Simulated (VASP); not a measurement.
Set up this calculation in VASP 6.6.1, as the native input.

```yaml
Task: single point
Functional: PBEsol
Potentials_or_basis: VASP PAW PBE potentials, release 64 (Ta_pv, N)
Cutoff: 520 eV
k_mesh: 15 × 15 × 8
Occupations: gaussian, width 0.15 eV
Spin: no spin polarisation
Dipole_correction: no
Further_INCAR_settings: ALGO = Fast; EDIFF = 1e-06; NBANDS = 20
```

The structure of Ta2N lies in POSCAR:

```
Ta2N
1.0
    3.0782595490     -0.1616086263      0.0000000000
   -1.6790869503      2.7466552820      0.0000000000
    0.0000000000      0.0000000000      4.4862576314
Ta N
2 1
Direct
    0.6666666667      0.3333333333      0.7463700642
    0.3333333333      0.6666666667      0.2536299358
    0.0000000000      0.0000000000      0.0000000000
```

This cell differs from its parent crystal: engineering shear strain xy -0.1050, normal strain along z -0.0700.

These files were run (other wordings do the same):

INCAR

```
SYSTEM = Ta2N
PREC = Accurate
ENCUT = 520
EDIFF = 1E-6
ISMEAR = 0
SIGMA = 0.15
LREAL = .FALSE.
LASPH = .TRUE.
NELM = 60
ALGO = Fast
ISIF = 2
LWAVE = .FALSE.
LCHARG = .TRUE.
GGA = PS
LELF = .TRUE.
LVHAR = .TRUE.
NBANDS = 20
```

KPOINTS

```
regular mesh
0
G
  15 15 8
  0 0 0
```

Potentials or basis: VASP PAW PBE potentials, release 64 (Ta_pv, N).

Command:

```sh
$ cat potpaw_PBE.64/Ta_pv/POTCAR potpaw_PBE.64/N/POTCAR > POTCAR
$ mpirun -np 1 vasp_std > vasp.out
```

It gave:

```json
{"Pressure": "30.6 GPa", "Largest force": "0.282 eV/Å", "Band gap on the k mesh": "zero (an odd number of electrons rules out a gap without spin polarisation)"}
```

Caveat: the cell differs from its parent crystal (engineering shear strain xy -0.1050, normal strain along z -0.0700); the stress differs along the axes, from 24 to 44 GPa; the PAW data sets were made with another functional, which shifts forces and pressure a little; spin-orbit coupling is left out, which moves the levels of the heavy elements.

It took 13 min on 1 thread of Oxide Virtual Turin-like Processor, with other jobs on the host, peak memory 0.6 GiB.
